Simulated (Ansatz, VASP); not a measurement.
**Two plane-wave programs on RbGeBr2**

INCAR

```
PREC = Accurate
ENCUT = 600
EDIFF = 1E-7
ISMEAR = 0
SIGMA = 0.1
LREAL = F
LASPH = T
NELM = 100
ALGO = Normal
ISIF = 3
LWAVE = F
LCHARG = F
GGA = PE
IBRION = 2
NSW = 90
EDIFFG = -0.04
```

KPOINTS

```
Automatic mesh
0
Gamma
  6 6 2
```

The input POSCAR:

```
RbGeBr2
1.0
    4.0422721300      0.0000000000      0.0000000000
   -2.0211360600      3.5007103500      0.0000000000
    0.0000000000      0.0000000000      7.9228533700
Rb Ge Br
1 1 2
Direct
    0.0000000000      0.0000000000      0.0000000000
    0.0000000000      0.0000000000      0.5000000000
    0.3333333300      0.6666666700      0.2500000000
    0.3333333300      0.6666666700      0.7500000000
```

Input for Ansatz:

```yaml
crystal:
  lattice:
    - [4.04227213, 0.0, 0.0]
    - [-2.02113606, 3.50071035, 0.0]
    - [0.0, 0.0, 7.92285337]
  atoms:
    - { symbol: Rb, position: [0.0, 0.0, 0.0] }
    - { symbol: Ge, position: [0.0, 0.0, 0.5] }
    - { symbol: Br, position: [0.33333333, 0.66666667, 0.25] }
    - { symbol: Br, position: [0.33333333, 0.66666667, 0.75] }
basis:
  ecutwfc: 420
kpoints:
  mp_grid: { grid: [6, 6, 2] }
hamiltonian:
  xc: pbe
scf:
  occupations: { method: gaussian, width: 0.1 }
  lower_state_search: "off"
output:
  forces: true
  stress: true
  eigenvalues: true
relax:
  adjacent_minimum: "off"
  f_tol: 0.04
  max_steps: 70
  cell: { stress_tol: 0.4 }
```

Alike in both runs: task relaxation of cell and atoms; functional PBE; k mesh 6 × 6 × 2; occupations gaussian, width 0.1 eV; no spin polarisation.

```csv
,VASP,Ansatz
version,VASP 6.6.1,Ansatz 0.2.0
potentials or method,"VASP PAW PBE potentials, release 64 (Rb_sv, Ge_d, Br), cutoff 600 eV","scalar-relativistic, plane waves, PAW"
valence electrons in the cell,37,37
```

Ansatz gave:

- gap on the k mesh at the Fermi level, each at its own relaxed structure (eV): none
- relaxed volume (Å³/atom): 32.59
- relaxed cell length with the largest relative difference (Å): 8.945

**Question.** What did VASP give for the same quantities?

**Answer.** gap on the k mesh at the Fermi level, each at its own relaxed structure (eV): none; relaxed volume (Å³/atom): 32.54; relaxed cell length with the largest relative difference (Å): 9.064.

A gap of «none» marks a metal or a gap that the smearing closes.

The k mesh is coarse, so the values compare programs but aren't converged. Noted on VASP's run: the volume moved by over 15 % at a fixed basis, so the end points are rough.
